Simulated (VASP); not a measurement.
# LiF (P6_3mc) in VASP: single point with PBEsol

Aim: the single point of LiF with PBEsol.

All numbers are computed with VASP 6.6.1; they aren't measurements. Logs are shortened: lines on timing, memory, paths and dates and some standing lists are left out, and cuts for length are marked.

## (1) The cell of the first run

The structure is hexagonal, space group P6_3mc (No. 186). Conventional cell: a = 3.162 Å, b = 3.162 Å, c = 4.533 Å, α = 90.00°, β = 90.00°, γ = 120.00°. Within 2.4 Å of Li (site symmetry 3m) lie 5 F at 1.83 to 2.31 Å. Within 2.4 Å of F (site symmetry 3m) lie 5 Li at 1.83 to 2.31 Å.

## (2) Single point, PBEsol (strained)

Contents of INCAR:

```
ALGO = Normal
EDIFF = 1E-6
ENCUT = 520
GGA = PS
ISIF = 2
ISMEAR = 0
LASPH = True
LCHARG = False
LREAL = False
LWAVE = False
NBANDS = 18
NELM = 60
PREC = Accurate
SIGMA = 0.02
```

Contents of KPOINTS:

```
k-points
0
Gamma
  9 9 6
```

Contents of POSCAR:

```
LiF
1.0
    3.1618590033      0.0000000000      0.0000000000
   -1.5809295016      2.7382502200      0.0000000000
    0.0000000000      0.0000000000      4.5331628498
Li F
2 2
Direct
    0.3333333300      0.6666666700      0.4331582378
    0.6666666700      0.3333333300      0.9331582378
    0.3333333300      0.6666666700      0.9418397622
    0.6666666700      0.3333333300      0.4418397622
```

Potentials or basis: VASP PAW PBE potentials, release 64 (Li_sv, F).

Launch:

```
$ cat potpaw_PBE.64/Li_sv/POTCAR potpaw_PBE.64/F/POTCAR > POTCAR
$ mpirun -np 1 vasp_std > vasp.out
```

OUTCAR:

```text
EDIFF = 1E-6
   ENCUT = 520
   GGA = PS
   ISIF = 2
   ISMEAR = 0
   LASPH = True
   LREAL = False
   NELM = 60
   PREC = Accurate

 ion  position               nearest neighbor table
   1  0.333  0.667  0.433-   4 1.83   4 1.83   4 1.83   3 2.23
   2  0.667  0.333  0.933-   3 1.83   3 1.83   3 1.83   4 2.23
   3  0.333  0.667  0.942-   2 1.83   2 1.83   2 1.83   1 2.23
   4  0.667  0.333  0.442-   1 1.83   1 1.83   1 1.83   2 2.23

  LATTYP: Found a hexagonal cell.
 ALAT       =     3.1618590033
 C/A-ratio  =     1.4337017701

  Lattice vectors:

 A1 = (   3.1618590033,   0.0000000000,   0.0000000000)
 A2 = (  -1.5809295016,   2.7382502200,   0.0000000000)
 A3 = (   0.0000000000,   0.0000000000,   4.5331628498)

Analysis of symmetry for initial positions (statically):
=====================================================================
 Subroutine PRICEL returns:
 Original cell was already a primitive cell.

 Routine SETGRP: Setting up the symmetry group for a
 hexagonal supercell.

 Subroutine GETGRP returns: Found 12 space group operations
 (whereof  6 operations were pure point group operations)
 out of a pool of 24 trial point group operations.

The static configuration has the point symmetry C_3v.
 The point group associated with its full space group is C_6v.

Analysis of symmetry for dynamics (positions and initial velocities):
=====================================================================
 Subroutine PRICEL returns:
 Original cell was already a primitive cell.

 Routine SETGRP: Setting up the symmetry group for a
 hexagonal supercell.

 Subroutine GETGRP returns: Found 12 space group operations
 (whereof  6 operations were pure point group operations)
 out of a pool of 24 trial point group operations.

The dynamic configuration has the point symmetry C_3v.
 The point group associated with its full space group is C_6v.

 Subroutine INISYM returns: Found 12 space group operations
 (whereof  6 operations are pure point group operations),
 and found     1 'primitive' translations

----------------------------------------------------------------------------------------

                                     Primitive cell

  volume of cell :      39.2479

[... 85 lines left out ...]
   ICHARG =      2    charge: 1-file 2-atom 10-const
   ISPIN  =      1    spin polarized calculation?
   LNONCOLLINEAR =      F non collinear calculations
   LSORBIT =      F    spin-orbit coupling
   LASPH  =      T    aspherical Exc in radial PAW
   ENCUT  =  520.0 eV  38.22 Ry    6.18 a.u.   5.88  5.88  8.43*2*pi/ulx,y,z
   NELM   =     60;   NELMIN=  2; NELMDL= -5     # of ELM steps
   EDIFF  = 0.1E-05   stopping-criterion for ELM
   LREAL  =      F    real-space projection
   EDIFFG = 0.1E-04   stopping-criterion for IOM
   NSW    =      0    number of steps for IOM
   IBRION =     -1    ionic relax: 0-MD 1-quasi-New 2-CG
   NFREE  =      0    steps in history (QN), initial steepest desc. (CG)
   ISIF   =      2    stress and relaxation
   ISYM   =      2    0-nonsym 1-usesym 2-fastsym
   POTIM  = 0.5000    time-step for ionic-motion
   TEBEG  =    0.0;   TEEND  =   0.0 temperature during run
   PSTRESS=    0.0 pullay stress
   NELECT =      20.0000    total number of electrons
   NUPDOWN=      -1.0000    fix difference up-down
   EMIN   =  10.00;   EMAX   =-10.00  energy-range for DOS
   EFERMI =   0.00;   METHOD = LEGACY
   ISMEAR =     0;   SIGMA  =   0.02  broadening in eV -4-tet -1-fermi 0-gaus
   EFERMI_NEDOS =   21; number of points for ismear=-14 and -15
   IALGO  =     38    algorithm
   IMIX   =      4    mixing-type and parameters
     AMIX     =   0.40;   BMIX     =  1.00
     AMIX_MAG =   1.60;   BMIX_MAG =  1.00
  volume/ion in A,a.u.               =       9.81        66.21
  Fermi-wavevector in a.u.,A,eV,Ry     =   1.307613  2.471030 23.263940  1.709851
  Thomas-Fermi vector in A             =   2.438336
   LORBIT       =      0    0 simple, 1 ext, 2 COOP (PROOUT), +10 PAW based schemes
   GGA     = PS    functional components
   LHFCALC =     F    Hartree Fock is set to
   AEXX    =    0.0000 exact exchange contribution
   IVDW    =     0    specifies the selected vdW correction
   LEPSILON=     F    determine dielectric tensor
   LRPA    =     F    only Hartree local field effects (RPA)
 non-spin polarized calculation
 Gauss-broadening in eV      SIGMA  =   0.02
  energy-cutoff  :      520.00
  volume of cell :       39.25
 maximum number of plane-waves:      1074
 NGX is ok and might be reduce to    24
   NGX = 11   NGY = 11   NGZ = 17

 number of electron      20.0000003 magnetization

 Free energy of the ion-electron system (eV)
  ---------------------------------------------------
  ext. energy  EPLUGINS =         0.00000000
  ---------------------------------------------------
  free energy    TOTEN  =       -19.52129713 eV

  energy without entropy =      -19.52129713  energy(sigma->0) =      -19.52129713

 E-fermi :  -1.9924     XC(G=0):  -9.1061

 val. band max:       -2.0862441255   @ k =   0.0000   0.0000   0.0000
 cond. band min:       5.2284228394   @ k =   0.0000   0.0000   0.0000
 fundamental gap:      7.3146669649
 Fermi energy:        -1.9923790080

 k-point     1 :       0.0000    0.0000    0.0000
  band No.  band energies     occupation
      1     -42.3114      2.00000
      2     -42.2637      2.00000
      3     -21.7952      2.00000
      4     -21.3382      2.00000
      5      -4.8793      2.00000
      6      -3.1673      2.00000
[... 481 lines left out ...]
      5      -4.6471      2.00000
      6      -3.5512      2.00000
[... 10 lines left out ...]
     17      15.8950      0.00000
     18      18.3760      0.00000

 [... further k-points ...]
[... 5 lines left out ...]
  --------------------------------------------------------------------------------------
  -------------------------------------------------------------------------------------
  Total        0.6463066      0.6463066     -1.1729278      0.0000000      0.0000000     -0.0000000
  in kB       26.3834904     26.3834904    -47.8811893      0.0000000      0.0000000     -0.0000000
  external PRESSURE =       1.6285971 kB  Pullay stress =       0.0000000 kB

 VOLUME and BASIS-vectors are now :
 -----------------------------------------------------------------------------
  energy-cutoff  :      520.00
  volume of cell :       39.25
      direct lattice vectors                 reciprocal lattice vectors
     3.161859003  0.000000000  0.000000000     0.316269637  0.182598360  0.000000000
    -1.580929502  2.738250220  0.000000000     0.000000000  0.365196720  0.000000000
     0.000000000  0.000000000  4.533162850     0.000000000  0.000000000  0.220596531

 POSITION                                       TOTAL-FORCE (eV/Angst)
 -----------------------------------------------------------------------------------
     -0.00000      1.82550      1.96358        -0.000000      0.000000     -0.041012
      1.58093      0.91275      4.23016         0.000000      0.000000     -0.041012
     -0.00000      1.82550      4.26951         0.000000      0.000000      0.041012
      1.58093      0.91275      2.00293        -0.000000      0.000000      0.041012
 -----------------------------------------------------------------------------------
    total drift:                                0.000010     -0.000003     -0.000786

  FREE ENERGIE OF THE ION-ELECTRON SYSTEM (eV)
  ---------------------------------------------------
  free  energy   TOTEN  =       -19.5212971293 eV

  energy  without entropy=      -19.5212971293  energy(sigma->0) =      -19.52129713
```

OSZICAR:

```text
N       E                     dE             d eps       ncg     rms          rms(c)
DAV:   1     0.119935787836E+03    0.11994E+03   -0.10797E+04  1728   0.121E+03
DAV:   2    -0.105796829874E+02   -0.13052E+03   -0.12738E+03  2034   0.300E+02
DAV:   3    -0.206364038986E+02   -0.10057E+02   -0.99937E+01  3194   0.621E+01
DAV:   4    -0.207267530879E+02   -0.90349E-01   -0.90232E-01  2210   0.730E+00
DAV:   5    -0.207277643168E+02   -0.10112E-02   -0.10109E-02  2090   0.634E-01    0.663E+00
DAV:   6    -0.194942318021E+02    0.12335E+01   -0.33323E+00  1798   0.137E+01    0.225E+00
DAV:   7    -0.194988404488E+02   -0.46086E-02   -0.85490E-02  2102   0.216E+00    0.142E+00
DAV:   8    -0.195210688118E+02   -0.22228E-01   -0.46100E-02  1944   0.215E+00    0.308E-01
DAV:   9    -0.195205225137E+02    0.54630E-03   -0.54325E-03  2280   0.642E-01    0.935E-02
DAV:  10    -0.195213092311E+02   -0.78672E-03   -0.95806E-04  1822   0.217E-01    0.401E-02
DAV:  11    -0.195212954801E+02    0.13751E-04   -0.50170E-05  2266   0.648E-02    0.658E-03
DAV:  12    -0.195212969417E+02   -0.14616E-05   -0.50037E-06  1868   0.167E-02    0.195E-03
DAV:  13    -0.195212971293E+02   -0.18765E-06   -0.26042E-07  1520   0.435E-03
   1 F= -.19521297E+02 E0= -.19521297E+02  d E =-.630617E-14
```

stdout:

```text
POSCAR found type information on POSCAR LiF
 POSCAR found :  2 types and       4 ions
 scaLAPACK will be used
 -----------------------------------------------------------------------------
|                                                                             |
|                                                                             |
|     You enforced a specific xc type in the INCAR file but a different       |
|     I HOPE YOU KNOW WHAT YOU ARE DOING!                                     |
|                                                                             |
 -----------------------------------------------------------------------------

 LDA part: xc-table for (Slater+PW92), standard interpolation
 POSCAR, INCAR and KPOINTS ok, starting setup
 FFT: planning ... GRIDC
 FFT: planning ... GRID_SOFT
 FFT: planning ... GRID
 WAVECAR not read
 entering main loop
```

Run time: 22 s. Hardware: 1 thread of Intel Xeon Platinum 8488C (Sapphire Rapids), shared host; peak memory 0.16 GiB.

What came out:

| Item | Value |
| --- | --- |
| Free energy | -19.5213 eV |
| Largest force | 0.041 eV/Å |
| Band gap on the k mesh | 7.31 eV, direct |

Forces on the atoms (eV/Å):
```
Li   0.000  0.000 -0.041
Li   0.000  0.000 -0.041
F    0.000  0.000  0.041
F    0.000  0.000  0.041
```

Caveat: the cell differs from its parent crystal (strained); the cutoff is under 1.25 times the usual one of these potentials, so pressure, stress and relaxed cells hold a basis-set (Pulay) error; the PAW data sets were made with another functional, which shifts forces and pressure a little. A k mesh can miss the band edges.
